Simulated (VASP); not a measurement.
CdSe:

```
CELL_PARAMETERS angstrom
4.30000 0.00000 0.00000
-2.15000 3.72391 0.00000
0.00000 0.00000 7.02000
ATOMIC_POSITIONS crystal
Cd 0.66667 0.33333 0.50000
Cd 0.33333 0.66667 0.00000
Se 0.66667 0.33333 0.88500
Se 0.33333 0.66667 0.38500
```

Base run:

| Property | Result |
| --- | --- |
| Program | VASP 6.6.1 |
| Functional | PBE |
| Potentials or basis | VASP PAW PBE potentials, release 64 (Cd, Se) |
| Cutoff | 520 eV |
| k mesh | 7 × 7 × 4 |
| Occupations | gaussian, width 0.05 eV |
| Spin | no spin polarisation |

Its results: band gap on the k mesh 0.70 eV; pressure 3.3 GPa; largest force 0.291 eV/Å.

Q: The run is repeated on the same cell with these changes: functional from PBE to PBEsol. What comes out?

A: Band gap on the k mesh 0.58 eV; pressure 0.5 GPa; largest force 0.275 eV/Å.

PBEsol binds more tightly than PBE, so the same cell stands under less pressure.

Caveats: the cell stands under pressure (at least some runs); the PAW data sets were made with another functional, which shifts forces and pressure a little (at least some runs).

